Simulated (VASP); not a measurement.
# MgS (P1) in VASP: notebook

The runs below take MgS through single point, with r2SCAN.

Program: VASP 6.6.1. These are calculated values, not measurements. Logs are shortened: lines on timing, memory, paths and dates and some standing lists are left out, and cuts for length are marked.

### 1 The cell of the first run

The typed cell holds 16 atoms: a = 8.007 Å, b = 8.007 Å, c = 8.007 Å, α = 60.00°, β = 60.00°, γ = 60.00°.

### 2 Single point, r2SCAN

Contents of POSCAR:

```
MgS
1.0
    0.0000000000      5.6617536779      5.6617536779
    5.6617536779      0.0000000000      5.6617536779
    5.6617536779      5.6617536779      0.0000000000
Mg S
8 8
Direct
    0.0192693830      0.0018738894     -0.0131474282
    0.0006646351     -0.0042227199      0.5108973588
    0.0024593970      0.5112545802     -0.0311577490
    0.0124040190      0.4681103507      0.5102393471
    0.4887029103     -0.0194982873     -0.0056946137
    0.5140240402     -0.0185169659      0.4986060257
    0.4931886230      0.4983711162      0.0248014145
    0.4749417147      0.5092217295      0.4994708638
    0.1388855900      0.1391990971      0.1065678647
    0.1258127853      0.1046998922      0.6213514752
    0.1342915187      0.6067062778      0.1197534436
    0.1191933698      0.6365110008      0.6210933396
    0.6289167990      0.1161807873      0.1224786593
    0.6046437543      0.1660042194      0.6347026389
    0.6112498347      0.6343020563      0.1226545766
    0.6211741450      0.6438249008      0.6451388047
```

Contents of INCAR.step1:

```
  ALGO = Normal
  EDIFF = 1E-4
  ENCUT = 520
  GGA = PE
  ISMEAR = -1
  LASPH = T
  LCHARG = F
  LREAL = Auto
  LWAVE = T
  NBANDS = 46
  NELM = 80
  PREC = Accurate
  SIGMA = 0.19
```

Contents of INCAR.step2:

```
  ALGO = Normal
  EDIFF = 1E-6
  ENCUT = 520
  ISIF = 2
  ISMEAR = -1
  ISTART = 1
  LASPH = T
  LCHARG = F
  LMIXTAU = T
  LREAL = Auto
  LWAVE = F
  METAGGA = R2SCAN
  NBANDS = 46
  NELM = 80
  PREC = Accurate
  SIGMA = 0.19
```

Contents of KPOINTS:

```
k-points
0
Gamma
  2 2 2
```

Potentials or basis: VASP PAW PBE potentials, release 64 (Mg, S).

The run is started by

```
cat potpaw_PBE.64/Mg/POTCAR potpaw_PBE.64/S/POTCAR > POTCAR
cp INCAR.step1 INCAR
mpirun -np 1 vasp_std > vasp.out
cp INCAR.step2 INCAR
mpirun -np 1 vasp_std > vasp.out
```

OUTCAR:

```text
EDIFF = 1E-6
   ENCUT = 520
   ISIF = 2
   ISMEAR = -1
   ISTART = 1
   LASPH = T
   LREAL = Auto
   METAGGA = R2SCAN
   NELM = 80
   PREC = Accurate

 ion  position               nearest neighbor table
   1  0.019  0.002  0.987-  10 2.40   9 2.46  13 2.55  11 2.59
   2  0.001  0.996  0.511-  10 2.25  12 2.35  14 2.60   9 2.64
   3  0.002  0.511  0.969-  12 2.27   9 2.44  11 2.48  15 2.56
   4  0.012  0.468  0.510-  10 2.38  12 2.54  11 2.55  16 2.59
   5  0.489  0.981  0.994-  15 2.27   9 2.31  14 2.41  13 2.64
   6  0.514  0.981  0.499-  16 2.22  13 2.46  10 2.54  14 2.71
[... 8 lines left out ...]
  15  0.611  0.634  0.123-   5 2.27   7 2.31   8 2.46   3 2.56
  16  0.621  0.644  0.645-   6 2.22   7 2.49   4 2.59   8 2.79

  LATTYP: Found a face centered cubic cell.
 ALAT       =    11.3235073558

  Lattice vectors:

 A1 = (   0.0000000000,   5.6617536779,   5.6617536779)
 A2 = (   5.6617536779,   0.0000000000,   5.6617536779)
 A3 = (   5.6617536779,   5.6617536779,   0.0000000000)

Analysis of symmetry for initial positions (statically):
=====================================================================
 Subroutine PRICEL returns:
 Original cell was already a primitive cell.

 Routine SETGRP: Setting up the symmetry group for a
 face centered cubic supercell.

 Subroutine GETGRP returns: Found  1 space group operations
 (whereof  1 operations were pure point group operations)
 out of a pool of 48 trial point group operations.

The static configuration has the point symmetry C_1 .

Analysis of symmetry for dynamics (positions and initial velocities):
=====================================================================
 Subroutine PRICEL returns:
 Original cell was already a primitive cell.

 Routine SETGRP: Setting up the symmetry group for a
 face centered cubic supercell.

 Subroutine GETGRP returns: Found  1 space group operations
 (whereof  1 operations were pure point group operations)
 out of a pool of 48 trial point group operations.

The dynamic configuration has the point symmetry C_1 .

 Subroutine INISYM returns: Found  1 space group operations
 (whereof  1 operations are pure point group operations),
 and found     1 'primitive' translations

----------------------------------------------------------------------------------------

                                     Primitive cell

  volume of cell :     362.9802

  direct lattice vectors                    reciprocal lattice vectors
     0.000000000  5.661753678  5.661753678    -0.088311860  0.088311860  0.088311860
     5.661753678  0.000000000  5.661753678     0.088311860 -0.088311860  0.088311860
     5.661753678  5.661753678  0.000000000     0.088311860  0.088311860 -0.088311860

  length of vectors
     8.006928838  8.006928838  8.006928838     0.152960629  0.152960629  0.152960629

  position of ions in fractional coordinates (direct lattice)
     0.019269383  0.001873889  0.986852572
     0.000664635  0.995777280  0.510897359
     0.002459397  0.511254580  0.968842251
     0.012404019  0.468110351  0.510239347
     0.488702910  0.980501713  0.994305386
     0.514024040  0.981483034  0.498606026
[... 8 lines left out ...]
     0.611249835  0.634302056  0.122654577
     0.621174145  0.643824901  0.645138805

  ion indices of the primitive-cell ions
   primitive index   ion index
                 1           1
                 2           2
                 3           3
                 4           4
                 5           5
                 6           6
[... 8 lines left out ...]
                15          15
                16          16

----------------------------------------------------------------------------------------

 KPOINTS: k-points

Automatic generation of k-mesh.
 Grid dimensions read from file:
 generate k-points for:    2    2    2

 Generating k-lattice:

  Cartesian coordinates                     Fractional coordinates (reciprocal lattice)
    -0.044155930  0.044155930  0.044155930     0.500000000  0.000000000  0.000000000
     0.044155930 -0.044155930  0.044155930     0.000000000  0.500000000  0.000000000
     0.044155930  0.044155930 -0.044155930     0.000000000  0.000000000  0.500000000

  Length of vectors
     0.076480314  0.076480314  0.076480314

  Shift w.r.t. Gamma in fractional coordinates (k-lattice)
     0.000000000  0.000000000  0.000000000

 Subroutine IBZKPT returns following result:
 ===========================================

 Found      8 irreducible k-points:

 Following reciprocal coordinates:
            Coordinates               Weight
  0.000000  0.000000  0.000000      1.000000
  0.500000  0.000000  0.000000      1.000000
  0.000000  0.500000  0.000000      1.000000
  0.000000  0.000000  0.500000      1.000000
  0.500000  0.500000  0.500000      1.000000
  0.500000  0.500000  0.000000      1.000000
  0.000000  0.500000  0.500000      1.000000
  0.500000  0.000000  0.500000      1.000000
   k-points           NKPTS =      8   k-points in BZ     NKDIM =      8   number of bands    NBANDS=     46
   number of dos      NEDOS =    301   number of ions     NIONS =     16
   total plane-waves  NPLWV = 216000
   dimension x,y,z NGX =    60 NGY =   60 NGZ =   60
   dimension x,y,z NGXF=   120 NGYF=  120 NGZF=  120
   ions per type =               8   8
   NGX,Y,Z   is equivalent  to a cutoff of  12.46, 12.46, 12.46 a.u.
   NGXF,Y,Z  is equivalent  to a cutoff of  24.92, 24.92, 24.92 a.u.
 SYSTEM =  unknown system
   PREC   = accura    normal or accurate (medium, high low for compatibility)
   ISTART =      1    job   : 0-new  1-cont  2-samecut
   ICHARG =      0    charge: 1-file 2-atom 10-const
   ISPIN  =      1    spin polarized calculation?
   LNONCOLLINEAR =      F non collinear calculations
   LSORBIT =      F    spin-orbit coupling
   LASPH  =      T    aspherical Exc in radial PAW
   ENCUT  =  520.0 eV  38.22 Ry    6.18 a.u.  14.89 14.89 14.89*2*pi/ulx,y,z
   NELM   =     80;   NELMIN=  2; NELMDL=  0     # of ELM steps
   EDIFF  = 0.1E-05   stopping-criterion for ELM
   LREAL  =      T    real-space projection
   EDIFFG = 0.1E-04   stopping-criterion for IOM
   NSW    =      0    number of steps for IOM
   IBRION =     -1    ionic relax: 0-MD 1-quasi-New 2-CG
   NFREE  =      0    steps in history (QN), initial steepest desc. (CG)
   ISIF   =      2    stress and relaxation
   ISYM   =      2    0-nonsym 1-usesym 2-fastsym
   POTIM  = 0.5000    time-step for ionic-motion
   TEBEG  =    0.0;   TEEND  =   0.0 temperature during run
   PSTRESS=    0.0 pullay stress
   NELECT =      64.0000    total number of electrons
   NUPDOWN=      -1.0000    fix difference up-down
   EMIN   =  10.00;   EMAX   =-10.00  energy-range for DOS
   EFERMI =   0.00;   METHOD = LEGACY
   ISMEAR =    -1;   SIGMA  =   0.19  broadening in eV -4-tet -1-fermi 0-gaus
   EFERMI_NEDOS =   21; number of points for ismear=-14 and -15
   IALGO  =     38    algorithm
   IMIX   =      4    mixing-type and parameters
     AMIX     =   0.40;   BMIX     =  1.00
     AMIX_MAG =   1.60;   BMIX_MAG =  1.00
  volume/ion in A,a.u.               =      22.69       153.09
  Fermi-wavevector in a.u.,A,eV,Ry     =   0.917995  1.734760 11.465842  0.842716
  Thomas-Fermi vector in A             =   2.043027
   LORBIT       =      0    0 simple, 1 ext, 2 COOP (PROOUT), +10 PAW based schemes
   METAGGA = R2SCAN    functional components
   LHFCALC =     F    Hartree Fock is set to
   AEXX    =    0.0000 exact exchange contribution
   IVDW    =     0    specifies the selected vdW correction
   LEPSILON=     F    determine dielectric tensor
   LRPA    =     F    only Hartree local field effects (RPA)
 non-spin polarized calculation
  energy-cutoff  :      520.00
  volume of cell :      362.98
 maximum number of plane-waves:      9841
 NGX is ok and might be reduce to    60
   NGX = 29   NGY = 29   NGZ = 29

 number of electron      63.9999998 magnetization

 Free energy of the ion-electron system (eV)
  ---------------------------------------------------
  ext. energy  EPLUGINS =         0.00000000
  ---------------------------------------------------
  free energy    TOTEN  =      -121.74422930 eV

  energy without entropy =     -121.74390719  energy(sigma->0) =     -121.74406825

 E-fermi :   3.0711     XC(G=0):  -8.7675

 val. band max:        1.1468768765   @ k =   0.0000   0.0000   0.0000
 cond. band min:       4.7099588274   @ k =   0.0000   0.0000   0.0000
 fundamental gap:      3.5630819510
 Fermi energy:         3.0710622160

 k-point     1 :       0.0000    0.0000    0.0000
  band No.  band energies     occupation
      1     -11.2038      2.00000
      2     -10.6881      2.00000
      3     -10.6586      2.00000
      4     -10.2378      2.00000
      5     -10.0871      2.00000
      6     -10.0149      2.00000
[... 36 lines left out ...]
     43       7.2467      0.00000
     44       8.6232      0.00000

 k-point     2 :       0.5000    0.0000    0.0000
  band No.  band energies     occupation
      1     -11.0742      2.00000
      2     -10.7364      2.00000
      3     -10.6733      2.00000
      4     -10.2723      2.00000
      5     -10.1436      2.00000
      6      -9.9729      2.00000
[... 36 lines left out ...]
     43       8.3582      0.00000
     44       8.4776      0.00000

 k-point     3 :       0.0000    0.5000    0.0000
  band No.  band energies     occupation
      1     -11.0492      2.00000
      2     -10.8021      2.00000
      3     -10.6274      2.00000
      4     -10.3105      2.00000
      5     -10.0677      2.00000
      6     -10.0246      2.00000
[... 224 lines left out ...]
     43       8.0476      0.00000
     44       8.1108      0.00000

 k-point     8 :       0.5000    0.0000    0.5000
  band No.  band energies     occupation
      1     -11.0523      2.00000
      2     -10.6983      2.00000
      3     -10.6206      2.00000
      4     -10.4064      2.00000
      5     -10.1189      2.00000
      6     -10.0574      2.00000
[... 36 lines left out ...]
     43       8.0186      0.00000
     44       8.2815      0.00000
 [bands above 44 left out]

------------------------ aborting loop because EDIFF is reached ----------------------------------------

  FORCE on cell =-STRESS in cart. coord.  units (eV):
  Direction    XX          YY          ZZ          XY          YZ          ZX
  --------------------------------------------------------------------------------------
  -------------------------------------------------------------------------------------
  Total        1.9237460      4.0555699      3.2034218     -2.5655183     -3.0040240      1.9815854
  in kB        8.4913240     17.9010938     14.1397524    -11.3240764    -13.2596198      8.7466243
  external PRESSURE =      13.5107234 kB  Pullay stress =       0.0000000 kB

 VOLUME and BASIS-vectors are now :
 -----------------------------------------------------------------------------
  energy-cutoff  :      520.00
  volume of cell :      362.98
      direct lattice vectors                 reciprocal lattice vectors
     0.000000000  5.661753678  5.661753678    -0.088311860  0.088311860  0.088311860
     5.661753678  0.000000000  5.661753678     0.088311860 -0.088311860  0.088311860
     5.661753678  5.661753678  0.000000000     0.088311860  0.088311860 -0.088311860

 POSITION                                       TOTAL-FORCE (eV/Angst)
 -----------------------------------------------------------------------------------
      5.59793      5.69641      0.11971         0.334583      0.166685     -0.981316
      8.53042      2.89634      5.64161        -0.259880     -1.868378     -0.265642
      8.37994      5.49927      2.90852         1.038915      1.001578     -0.757893
      5.53917      2.95908      2.72055         0.490356     -1.045689      0.333526
     11.18087      8.39643      8.31827         0.841529      0.114930      1.586545
      8.37990      5.73326      8.46719         0.935229     -0.955166      1.300681
[... 8 lines left out ...]
      4.28570      4.15519      7.05201        -0.275532      1.501080      0.012001
      7.29780      7.16955      7.16211        -1.611051      0.887524     -1.048372
 -----------------------------------------------------------------------------------
    total drift:                                0.007659      0.007044      0.014838

  FREE ENERGIE OF THE ION-ELECTRON SYSTEM (eV)
  ---------------------------------------------------
  free  energy   TOTEN  =      -121.7442293023 eV

  energy  without entropy=     -121.7439071936  energy(sigma->0) =     -121.74406825
```

Wall time 25 min (1 thread of Intel Xeon 8259CL, shared host); peak memory 0.57 GiB.

What came out:

| Quantity | Value |
| --- | --- |
| Free energy | -121.7442 eV |
| Pressure | 1.4 GPa |
| Largest force | 2.164 eV/Å |
| Band gap on the k mesh | 3.56 eV |

Forces on the atoms (eV/Å):
```
Mg   0.335  0.167 -0.981
Mg  -0.260 -1.868 -0.266
Mg   1.039  1.002 -0.758
Mg   0.490 -1.046  0.334
Mg   0.842  0.115  1.587
Mg   0.935 -0.955  1.301
Mg  -1.321 -0.376 -0.478
Mg   0.518  0.373  1.506
S    0.575 -0.401 -1.253
S    0.573  1.017  1.094
S    0.947 -0.307 -0.224
S   -0.776 -0.964 -0.260
S   -0.072  0.228  0.167
S   -1.938  0.628 -0.731
S   -0.276  1.501  0.012
S   -1.611  0.888 -1.048
```

Stress tensor (GPa, compression positive):
```
 0.85 -1.13  0.87
-1.13  1.79 -1.33
 0.87 -1.33  1.41
```

Caveat: the k points lie up to 0.48 Å⁻¹ apart; the atoms stand as in a frame of molecular dynamics; the structure was generated, so it needn't be the stable form of MgS; the PAW data sets were made with another functional, which shifts forces and pressure a little.

### 3 Single point, r2SCAN

Contents of POSCAR:

```
MgS
1.0
    0.0000000000      5.6617536779      5.6617536779
    5.6617536779      0.0000000000      5.6617536779
    5.6617536779      5.6617536779      0.0000000000
Mg S
8 8
Direct
    0.0257037851      0.0081329042     -0.0196014356
   -0.0192751233      0.0111096320      0.5032846998
    0.0128402796      0.5130538461     -0.0470681904
    0.0137090916      0.4479733037      0.5235463548
    0.4848112716     -0.0283200240     -0.0108226185
    0.5224412202     -0.0196003758      0.4983142433
    0.4825282334      0.5010574747      0.0428172990
    0.4684463774      0.5313230089      0.4848739730
    0.1433325337      0.1597853866      0.0815246523
    0.1355854641      0.0934025975      0.6089836641
    0.1286233986      0.5922090912      0.1219201751
    0.1141487314      0.6473759207      0.6046547050
    0.6316692148      0.0962162134      0.1330489708
    0.6044290682      0.1886575363      0.6256592394
    0.6067482260      0.6328812951      0.1308859484
    0.6312863829      0.6439895141      0.6593336998
```

Contents of INCAR.step1:

```
SYSTEM = MgS
PREC = Accurate ; ENCUT = 520
ISMEAR = -1 ; SIGMA = 0.19
LREAL = Auto ; LASPH = .True.
NELM = 80 ; NBANDS = 46
GGA = PE ; ALGO = Normal
EDIFF = 1E-4 ; LWAVE = .True.
LCHARG = .False.
```

Contents of INCAR.step2:

```
SYSTEM = MgS
PREC = Accurate ; ENCUT = 520
EDIFF = 1E-6 ; ISMEAR = -1
SIGMA = 0.19 ; LREAL = Auto
LASPH = .True. ; NELM = 80
ALGO = Normal ; ISIF = 2
LWAVE = .False. ; LCHARG = .False.
METAGGA = R2SCAN ; LMIXTAU = .True.
NBANDS = 46 ; ISTART = 1
```

Contents of KPOINTS:

```
Automatic mesh
0
Gamma
  2 2 2
  0 0 0
```

Potentials or basis: VASP PAW PBE potentials, release 64 (Mg, S).

The run is started by

```
cat potpaw_PBE.64/Mg/POTCAR potpaw_PBE.64/S/POTCAR > POTCAR
cp INCAR.step1 INCAR
mpirun -np 1 vasp_std > vasp.out
cp INCAR.step2 INCAR
mpirun -np 1 vasp_std > vasp.out
```

It took 30 min on 1 thread of Intel Xeon 8259CL, shared host; peak memory 0.57 GiB.

The run converged. Its results:

- Free energy: -120.5586 eV
- Pressure: 1.8 GPa
- Largest force: 2.416 eV/Å
- Band gap on the k mesh: 3.26 eV

Forces on the atoms (eV/Å):
```
Mg   0.005 -0.145 -1.414
Mg  -0.377 -1.550 -0.148
Mg   1.336  0.379 -0.434
Mg   0.642 -1.451  0.692
Mg   0.919 -0.098  2.233
Mg   0.780 -0.863  1.053
Mg  -2.029 -0.603 -0.931
Mg   0.935  0.929  0.984
S    0.158  0.067 -1.934
S    0.677  1.435  0.767
S    1.360 -0.016  0.301
S   -0.561 -0.978 -0.203
S   -0.023 -0.151  0.796
S   -1.793  0.815 -1.222
S   -0.699  1.459  0.628
S   -1.331  0.770 -1.169
```

Stress tensor (GPa, compression positive):
```
 0.89 -1.09  0.86
-1.09  2.74 -1.22
 0.86 -1.22  1.66
```

Levels at points of the mesh, in eV from the valence-band top:
| k point | band 29 | band 30 | band 31 | band 32 | band 33 | band 34 | band 35 | band 36 |
| --- | --- | --- | --- | --- | --- | --- | --- | --- |
| (0.00, 0.00, 0.00) | -0.37 | -0.23 | -0.08 | 0.00 | 3.26 | 3.52 | 3.62 | 4.15 |
| (0.50, 0.00, 0.00) | -0.58 | -0.53 | -0.30 | -0.12 | 4.35 | 4.41 | 4.64 | 4.92 |
| (0.00, 0.50, 0.00) | -0.47 | -0.43 | -0.36 | -0.23 | 4.56 | 4.73 | 4.79 | 4.87 |
| (0.00, 0.00, 0.50) | -0.80 | -0.41 | -0.21 | -0.07 | 4.40 | 4.52 | 4.69 | 4.92 |
| (0.50, 0.50, 0.50) | -0.75 | -0.69 | -0.25 | -0.04 | 4.59 | 4.61 | 4.69 | 4.83 |
| (0.50, 0.50, 0.00) | -0.83 | -0.59 | -0.33 | -0.12 | 4.79 | 4.87 | 5.06 | 5.39 |
| (0.00, 0.50, 0.50) | -0.79 | -0.59 | -0.39 | -0.31 | 4.79 | 4.95 | 5.06 | 5.45 |
| (0.50, 0.00, 0.50) | -0.63 | -0.58 | -0.41 | -0.33 | 4.59 | 4.73 | 4.89 | 5.35 |

Caveat: the k points lie up to 0.48 Å⁻¹ apart; the atoms stand as in a frame of molecular dynamics; the structure was generated, so it needn't be the stable form of MgS; the PAW data sets were made with another functional, which shifts forces and pressure a little.

(Continued in part 2 of 2.)
